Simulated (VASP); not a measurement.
# CoSi2 (Fm-3m) in VASP: a series of runs

The runs below take CoSi2 through relaxation of cell and atoms, single point, with LDA, PBE, PBEsol.

Program: VASP 6.6.1. These are calculated values, not measurements. Logs are shortened: lines on timing, memory, paths and dates and some standing lists are left out, and cuts for length are marked.

## Step 1: The cell of the first run

Symmetry: Fm-3m, No. 225, cubic system. The conventional cell has a = 5.356 Å, b = 5.356 Å, c = 5.356 Å, α = 90.00°, β = 90.00°, γ = 90.00°. Within 3.1 Å of Co (site symmetry m-3m) lie 8 Si at 2.32 Å. Si (site symmetry -43m) has 4 Co at 2.32 Å and 6 Si at 2.68 Å within 3.1 Å.

## Step 2: Relaxation of cell and atoms, LDA, collinear spin, ferromagnetic start

Contents of INCAR:

```
SYSTEM = CoSi2
PREC = Accurate
ENCUT = 600
EDIFF = 1E-6
ISMEAR = -1
SIGMA = 0.05
LREAL = .FALSE.
LASPH = .TRUE.
NELM = 150
ALGO = Normal
ISIF = 3
LWAVE = .FALSE.
LCHARG = .FALSE.
ISPIN = 2
MAGMOM = 2 0 0
LORBIT = 11
LMAXMIX = 4
GGA = CA
IBRION = 2
NSW = 60
EDIFFG = -0.01
```

Contents of KPOINTS:

```
regular mesh
0
G
  9 9 9
  0 0 0
```

Contents of POSCAR:

```
CoSi2
1.0
    0.0000000000      2.6780000000      2.6780000000
    2.6780000000      0.0000000000      2.6780000000
    2.6780000000      2.6780000000      0.0000000000
Co Si
1 2
Direct
    0.0000000000      0.0000000000      0.0000000000
    0.7500000000      0.7500000000      0.7500000000
    0.2500000000      0.2500000000      0.2500000000
```

Potentials or basis: VASP PAW LDA potentials, release 64 (Co, Si).

Started as:

```
$ cat potpaw_LDA.64/Co/POTCAR potpaw_LDA.64/Si/POTCAR > POTCAR
$ mpirun -np 1 vasp_std > vasp.out
```

OUTCAR:

```text
SYSTEM = CoSi2
   PREC = Accurate
   ENCUT = 600
   EDIFF = 1E-6
   ISMEAR = -1
   LREAL = .FALSE.
   LASPH = .TRUE.
   NELM = 150
   ISIF = 3
   ISPIN = 2
   LORBIT = 11
   GGA = CA
   IBRION = 2
   NSW = 60
   EDIFFG = -0.01

 ion  position               nearest neighbor table
   1  0.000  0.000  0.000-   2 2.32   3 2.32   2 2.32   2 2.32   3 2.32   2 2.32   3 2.32   3 2.32

   2  0.750  0.750  0.750-   1 2.32   1 2.32   1 2.32   1 2.32   3 2.68   3 2.68   3 2.68   3 2.68
                             3 2.68   3 2.68
   3  0.250  0.250  0.250-   1 2.32   1 2.32   1 2.32   1 2.32   2 2.68   2 2.68   2 2.68   2 2.68
                             2 2.68   2 2.68

  LATTYP: Found a face centered cubic cell.
 ALAT       =     5.3560000000

  Lattice vectors:

 A1 = (   0.0000000000,   2.6780000000,   2.6780000000)
 A2 = (   2.6780000000,   0.0000000000,   2.6780000000)
 A3 = (   2.6780000000,   2.6780000000,   0.0000000000)

Analysis of symmetry for initial positions (statically):
=====================================================================
 Subroutine PRICEL returns:
 Original cell was already a primitive cell.

 Routine SETGRP: Setting up the symmetry group for a
 face centered cubic supercell.

 Subroutine GETGRP returns: Found 48 space group operations
 (whereof 48 operations were pure point group operations)
 out of a pool of 48 trial point group operations.

The static configuration has the point symmetry O_h .

Analysis of symmetry for dynamics (positions and initial velocities):
=====================================================================
 Subroutine PRICEL returns:
 Original cell was already a primitive cell.

 Routine SETGRP: Setting up the symmetry group for a
 face centered cubic supercell.

 Subroutine GETGRP returns: Found 48 space group operations
 (whereof 48 operations were pure point group operations)
 out of a pool of 48 trial point group operations.

The dynamic configuration has the point symmetry O_h .

Analysis of structural, dynamic, and magnetic symmetry:
=====================================================================
 Subroutine PRICEL returns:
 Original cell was already a primitive cell.

 Routine SETGRP: Setting up the symmetry group for a
 face centered cubic supercell.

 Subroutine GETGRP returns: Found 48 space group operations
 (whereof 48 operations were pure point group operations)
 out of a pool of 48 trial point group operations.

The overall configuration has the point symmetry O_h .

 Subroutine INISYM returns: Found 48 space group operations
 (whereof 48 operations are pure point group operations),
 and found     1 'primitive' translations

----------------------------------------------------------------------------------------

                                     Primitive cell

  volume of cell :      38.4115

  direct lattice vectors                    reciprocal lattice vectors
     0.000000000  2.678000000  2.678000000    -0.186706497  0.186706497  0.186706497
     2.678000000  0.000000000  2.678000000     0.186706497 -0.186706497  0.186706497
     2.678000000  2.678000000  0.000000000     0.186706497  0.186706497 -0.186706497

  length of vectors
     3.787263920  3.787263920  3.787263920     0.323385140  0.323385140  0.323385140

  position of ions in fractional coordinates (direct lattice)
     0.000000000  0.000000000  0.000000000
     0.750000000  0.750000000  0.750000000
     0.250000000  0.250000000  0.250000000

  ion indices of the primitive-cell ions
   primitive index   ion index
                 1           1
                 2           2
                 3           3

----------------------------------------------------------------------------------------

 KPOINTS: regular mesh

Automatic generation of k-mesh.
 Grid dimensions read from file:
 generate k-points for:    9    9    9

 Generating k-lattice:

  Cartesian coordinates                     Fractional coordinates (reciprocal lattice)
    -0.020745166  0.020745166  0.020745166     0.111111111  0.000000000  0.000000000
     0.020745166 -0.020745166  0.020745166     0.000000000  0.111111111  0.000000000
     0.020745166  0.020745166 -0.020745166     0.000000000  0.000000000  0.111111111

  Length of vectors
     0.035931682  0.035931682  0.035931682

  Shift w.r.t. Gamma in fractional coordinates (k-lattice)
     0.000000000  0.000000000  0.000000000

 Subroutine IBZKPT returns following result:
 ===========================================

 Found     35 irreducible k-points:

 Following reciprocal coordinates:
            Coordinates               Weight
  0.000000  0.000000  0.000000      1.000000
  0.111111  0.000000  0.000000      8.000000
  0.222222  0.000000  0.000000      8.000000
  0.333333  0.000000  0.000000      8.000000
  0.444444  0.000000  0.000000      8.000000
  0.111111  0.111111  0.000000      6.000000
[... 16 lines left out ...]
 -0.333333  0.333333  0.000000     12.000000
  0.444444  0.444444  0.000000      6.000000
 [... further k-points ...]
   k-points           NKPTS =     35   k-points in BZ     NKDIM =     35   number of bands    NBANDS=     13
   number of dos      NEDOS =    301   number of ions     NIONS =      3
   total plane-waves  NPLWV =  27000
   dimension x,y,z NGX =    30 NGY =   30 NGZ =   30
   dimension x,y,z NGXF=    60 NGYF=   60 NGZF=   60
   ions per type =               1   2
   NGX,Y,Z   is equivalent  to a cutoff of  13.17, 13.17, 13.17 a.u.
   NGXF,Y,Z  is equivalent  to a cutoff of  26.34, 26.34, 26.34 a.u.
 SYSTEM =  CoSi2
   PREC   = accura    normal or accurate (medium, high low for compatibility)
   ISTART =      0    job   : 0-new  1-cont  2-samecut
   ICHARG =      2    charge: 1-file 2-atom 10-const
   ISPIN  =      2    spin polarized calculation?
   LNONCOLLINEAR =      F non collinear calculations
   LSORBIT =      F    spin-orbit coupling
   LASPH  =      T    aspherical Exc in radial PAW
   ENCUT  =  600.0 eV  44.10 Ry    6.64 a.u.   7.56  7.56  7.56*2*pi/ulx,y,z
   NELM   =    150;   NELMIN=  2; NELMDL= -5     # of ELM steps
   EDIFF  = 0.1E-05   stopping-criterion for ELM
   LREAL  =      F    real-space projection
   EDIFFG = -.1E-01   stopping-criterion for IOM
   NSW    =     60    number of steps for IOM
   IBRION =      2    ionic relax: 0-MD 1-quasi-New 2-CG
   NFREE  =      1    steps in history (QN), initial steepest desc. (CG)
   ISIF   =      3    stress and relaxation
   ISYM   =      2    0-nonsym 1-usesym 2-fastsym
   POTIM  = 0.5000    time-step for ionic-motion
   TEBEG  =    0.0;   TEEND  =   0.0 temperature during run
   PSTRESS=    0.0 pullay stress
   NELECT =      17.0000    total number of electrons
   NUPDOWN=      -1.0000    fix difference up-down
   EMIN   =  10.00;   EMAX   =-10.00  energy-range for DOS
[... 5 lines left out ...]
     AMIX     =   0.40;   BMIX     =  1.00
     AMIX_MAG =   1.60;   BMIX_MAG =  1.00
  volume/ion in A,a.u.               =      12.80        86.40
  Fermi-wavevector in a.u.,A,eV,Ry     =   1.247586  2.357596 21.177078  1.556471
  Thomas-Fermi vector in A             =   2.381712
   LORBIT       =     11    0 simple, 1 ext, 2 COOP (PROOUT), +10 PAW based schemes
   GGA     = CA    functional components
   LHFCALC =     F    Hartree Fock is set to
   AEXX    =    0.0000 exact exchange contribution
   IVDW    =     0    specifies the selected vdW correction
   LEPSILON=     F    determine dielectric tensor
   LRPA    =     F    only Hartree local field effects (RPA)
 conjugate gradient relaxation of ions
 spin polarized calculation
  energy-cutoff  :      600.00
  volume of cell :       38.41
 maximum number of plane-waves:      1299
   NGX = 15   NGY = 15   NGZ = 15

--------------------------------------- Ionic step        1  -------------------------------------------

 number of electron      17.0000005 magnetization       0.0032665

 number of electron      17.0000005 magnetization      -0.0001597

 Free energy of the ion-electron system (eV)
  ---------------------------------------------------
  ext. energy  EPLUGINS =         0.00000000
  ---------------------------------------------------
  free energy    TOTEN  =       -21.88458505 eV

  energy without entropy =      -21.87453143  energy(sigma->0) =      -21.87955824

 E-fermi :   9.9602     XC(G=0): -11.9090

 val. band max:        9.9281770472   @ k =  -0.2222   0.1111   0.0000
 cond. band min:       9.9915337474   @ k =   0.3333   0.1111   0.0000
 fundamental gap:      0.0633567001
 Fermi energy:         9.9601734221

 spin component 1

 k-point     1 :       0.0000    0.0000    0.0000
  band No.  band energies     occupation
      1      -3.0785      1.00000
      2       5.9029      1.00000
      3       5.9029      1.00000
      4       5.9029      1.00000
      5       8.0873      1.00000
      6       8.0873      1.00000
      7      10.6640      0.00000
      8      13.4054      0.00000
      9      13.4054      0.00000
     10      13.4054      0.00000
     11      13.4616      0.00000
     12      13.4616      0.00000
     13      13.4616      0.00000

 k-point     2 :       0.1111    0.0000    0.0000
  band No.  band energies     occupation
      1      -2.8916      1.00000
      2       5.4534      1.00000
      3       5.9687      1.00000
      4       5.9687      1.00000
      5       8.0341      1.00000
      6       8.0341      1.00000
      7      10.7049      0.00000
      8      11.7124      0.00000
      9      12.4376      0.00000
     10      12.4376      0.00000
     11      14.3822      0.00000
     12      14.3822      0.00000
     13      15.2455      0.00000
[... 801 lines left out ...]
 POSITION                                       TOTAL-FORCE (eV/Angst)
 -----------------------------------------------------------------------------------
      5.18705      2.59352      2.59352         0.000000      0.000000      0.000000
      3.89028      3.89028      3.89028        -0.000000      0.000000     -0.000000
      1.29676      1.29676      1.29676        -0.000000     -0.000000      0.000000
 -----------------------------------------------------------------------------------
    total drift:                                0.000000     -0.000000     -0.000000

  FREE ENERGIE OF THE ION-ELECTRON SYSTEM (eV)
  ---------------------------------------------------
  free  energy   TOTEN  =       -21.8654064971 eV

  energy  without entropy=      -21.8552773939  energy(sigma->0) =      -21.86034195

--------------------------------------- Ionic step        3  -------------------------------------------

 number of electron      16.9999996 magnetization       0.0000059

 number of electron      16.9999996 magnetization      -0.0000066

 Free energy of the ion-electron system (eV)
  ---------------------------------------------------
  ext. energy  EPLUGINS =         0.00000000
  ---------------------------------------------------
  free energy    TOTEN  =       -21.92960188 eV

  energy without entropy =      -21.91950152  energy(sigma->0) =      -21.92455170

 E-fermi :  10.5683     XC(G=0): -12.1113

 val. band max:       10.5472886107   @ k =  -0.2222   0.1111   0.0000
 cond. band min:      10.5927288006   @ k =   0.3333   0.1111   0.0000
 fundamental gap:      0.0454401899
 Fermi energy:        10.5683039283

 spin component 1

 k-point     1 :       0.0000    0.0000    0.0000
  band No.  band energies     occupation
      1      -2.8105      1.00000
      2       6.3123      1.00000
      3       6.3123      1.00000
      4       6.3123      1.00000
      5       8.5477      1.00000
      6       8.5477      1.00000
      7      11.7199      0.00000
      8      14.0873      0.00000
      9      14.0873      0.00000
     10      14.0873      0.00000
     11      14.1979      0.00000
     12      14.1979      0.00000
     13      14.1979      0.00000

 k-point     2 :       0.1111    0.0000    0.0000
  band No.  band energies     occupation
      1      -2.6172      1.00000
      2       5.8861      1.00000
      3       6.3806      1.00000
      4       6.3806      1.00000
      5       8.4919      1.00000
      6       8.4919      1.00000
      7      11.5464      0.00000
      8      12.5246      0.00000
      9      13.1221      0.00000
     10      13.1221      0.00000
     11      15.1688      0.00000
     12      15.1688      0.00000
     13      15.9513      0.00000
[... 753 lines left out ...]
 VOLUME and BASIS-vectors are now :
 -----------------------------------------------------------------------------
  energy-cutoff  :      600.00
  volume of cell :       36.75
      direct lattice vectors                 reciprocal lattice vectors
    -0.000000000  2.638806813  2.638806813    -0.189479577  0.189479577  0.189479577
     2.638806813  0.000000000  2.638806813     0.189479577 -0.189479577  0.189479577
     2.638806813  2.638806813 -0.000000000     0.189479577  0.189479577 -0.189479577

 POSITION                                       TOTAL-FORCE (eV/Angst)
 -----------------------------------------------------------------------------------
     -0.00000      0.00000      0.00000        -0.000000      0.000000      0.000000
      3.95821      3.95821      3.95821         0.000000      0.000000      0.000000
      1.31940      1.31940      1.31940        -0.000000     -0.000000     -0.000000
 -----------------------------------------------------------------------------------
    total drift:                                0.000000     -0.000000     -0.000000

  FREE ENERGIE OF THE ION-ELECTRON SYSTEM (eV)
  ---------------------------------------------------
  free  energy   TOTEN  =       -21.9296018773 eV

  energy  without entropy=      -21.9195015232  energy(sigma->0) =      -21.92455170

 reached required accuracy - stopping structural energy minimisation

 total charge

# of ion       s       p       d       tot
------------------------------------------
    1        0.567   0.770   7.667   9.004
    2        0.723   0.908   0.000   1.631
    3        0.723   0.908   0.000   1.631
--------------------------------------------------
tot          2.013   2.586   7.667  12.267

 magnetization (x)

# of ion       s       p       d       tot
------------------------------------------
    1        0.000   0.000   0.000   0.000
    2       -0.000   0.000   0.000  -0.000
    3       -0.000   0.000   0.000  -0.000
--------------------------------------------------
tot         -0.000   0.000   0.000   0.000
```

Run time: 2.3 min. Hardware: 1 thread of Intel Xeon Platinum 8259CL at 2.50GHz (Skylake/Cascade Lake), shared host; peak memory 0.19 GiB.

Results:

```yaml
Free_energy: -21.9296 eV
Relaxed_volume: 12.25 Å³/atom
Relaxed_cell: a = 3.732 Å, b = 3.732 Å, c = 3.732 Å, α = 60.00°, β = 60.00°, γ = 60.00°
Space_group_after_relaxing_to_0.05_Å: Fm-3m (No. 225)
Energy_gained_by_relaxing: 15.0 meV/atom
Ionic_steps: 3
Pressure_after_relaxing: -0.1 GPa
Net_moment: 0.00 μB per cell
Valence_electrons_inside_the_program's_atomic_spheres: Co 9.00; Si 1.63
```

Step by step:
```
step  energy change (eV)  largest force (eV/Å)  pressure (GPa)  volume (Å³)
   1              0.0000                0.0000           -8.18        38.41
   2              0.0192                0.0000           11.63        34.89
   3             -0.0450                0.0000           -0.13        36.75
```

Final structure:
```xyz
3
Lattice="0.0000 2.6388 2.6388 2.6388 0.0000 2.6388 2.6388 2.6388 0.0000" Properties=species:S:1:pos:R:3 pbc="T T T"
Co    0.0000    0.0000    0.0000
Si    3.9582    3.9582    3.9582
Si    1.3194    1.3194    1.3194
```

Caveat: the starting moments collapsed, and a magnetic state may lie lower.

## Step 3: Single point, PBE, collinear spin, ferromagnetic start

This run uses another cell than the first one, of 13.06 Å³/atom, 1.020 times its volume.

Contents of INCAR:

```
SYSTEM = CoSi2
PREC = Accurate
ENCUT = 520
EDIFF = 1E-6
ISMEAR = -1
SIGMA = 0.05
LREAL = .False.
LASPH = .True.
NELM = 150
ALGO = Normal
ISIF = 2
LWAVE = .False.
LCHARG = .False.
ISPIN = 2
MAGMOM = 2 0 0
LORBIT = 11
LMAXMIX = 4
GGA = PE
NBANDS = 20
```

Contents of KPOINTS:

```
regular mesh
0
Gamma
  9 9 9
  0 0 0
```

Contents of POSCAR:

```
CoSi2
1.0
    0.0000000000      2.6957356162      2.6957356162
    2.6957356162      0.0000000000      2.6957356162
    2.6957356162      2.6957356162      0.0000000000
Co Si
1 2
Direct
    0.0000000000      0.0000000000      0.0000000000
    0.7500000000      0.7500000000      0.7500000000
    0.2500000000      0.2500000000      0.2500000000
```

Potentials or basis: VASP PAW PBE potentials, release 64 (Co, Si).

Started as:

```
$ cat potpaw_PBE.64/Co/POTCAR potpaw_PBE.64/Si/POTCAR > POTCAR
$ mpirun -np 1 vasp_std > vasp.out
```

It took 26 s on 1 thread of Intel Xeon 6975P-C (Granite Rapids), shared host; peak memory 0.19 GiB.

It converged, with:

| Quantity | Value |
| --- | --- |
| Free energy | -19.2883 eV |
| Pressure | -3.1 GPa |
| Net moment | 0.00 μB per cell |
| Valence electrons inside the program's atomic spheres | Co 8.80; Si 1.58 |

Levels at points of the mesh, in eV from the Fermi level:
Spin up:
```tsv
k point	band 7	band 8	band 9	band 10	band 11	band 12
(0.00, 0.00, 0.00)	0.59	3.36	3.36	3.36	3.47	3.47
```
Spin down:
```csv
k point,band 7,band 8,band 9,band 10,band 11,band 12
"(0.00, 0.00, 0.00)",0.59,3.36,3.36,3.36,3.47,3.47
```

Caveat: the starting moments collapsed, and a magnetic state may lie lower.

(Part 1 of 2 ends here.)
